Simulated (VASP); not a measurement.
Runs of VASP 6.6.1 on GaN. It takes space group P6_3mc (No. 186, hexagonal). The conventional cell has a = 3.180 Å, b = 3.180 Å, c = 5.166 Å, α = 90.00°, β = 90.00°, γ = 120.00°. Within 2.6 Å of Ga (site symmetry 3m) lie 4 N at 1.94 to 1.95 Å. Within 2.6 Å of N (site symmetry 3m) lie 4 Ga at 1.94 to 1.95 Å. 

```tsv
k mesh	gap on the mesh (eV)	pressure (GPa)	largest force (eV/Å)
4 × 4 × 2	1.92	0.6	0.13
3 × 3 × 2	1.89	0.9	0.12
5 × 5 × 3	1.92	(a)	0.13
6 × 6 × 3	1.92	0.6	0.13
```

Alike in all rows: task single point; level PBEsol; potentials or basis VASP PAW PBE potentials, release 64 (Ga_d, N); no spin polarisation; cell as given; cutoff (eV) 600; smearing gaussian 0.01 eV.

Estimate the missing entries.

(a) 0.7.

Caveats: some runs use coarse meshes; the PAW data sets were made with another functional, which shifts forces and pressure a little.

A k mesh can miss the band edges, and the runs leave out spin-orbit coupling on Ga.
